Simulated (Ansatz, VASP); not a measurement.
One calculation of TiO2, two programs

```
Ti O
1.0
     4.59984    0.00000    0.00000
     0.00000    4.59984    0.00000
     0.00000    0.00000    2.95921
Ti O
2 4
Direct
  0.00000 0.00000 0.50000
  0.50000 0.50000 0.00000
  0.30432 0.30432 0.50000
  0.19568 0.80432 0.00000
  0.80432 0.19568 0.00000
  0.69568 0.69568 0.50000
```

Alike in both runs: task band structure; functional PBE; k mesh 6 × 6 × 9; occupations fermi-dirac, width 0.05 eV; no spin polarisation.

|  | VASP | Ansatz |
| --- | --- | --- |
| version | VASP 6.6.1 | Ansatz 0.2.0 |
| potentials or method | VASP PAW PBE potentials, release 64 (Ti_sv_GW, O_GW) | Ansatz PAW |
| plane-wave cutoff (eV) | 550 | 420 |
| valence electrons in the cell | 48 | 48 |

|  | VASP | Ansatz | Ansatz less VASP |
| --- | --- | --- | --- |
| gap on the k mesh at the Fermi level (eV) | 1.86 | 1.87 | +0.008 |
| least direct gap on the mesh (eV) | 1.86 | 1.87 | +0.008 |
| gap along the band path (eV) | 1.86 | 1.87 | +0.008 |
| pressure (GPa) | 3.2 | 4.2 | +1.04 |
| traceless stress, the component that is largest in VASP (GPa) | -0.51 | -0.55 | -0.036 |

The functional is the same, so the differences come from potentials, cutoffs and numerics.
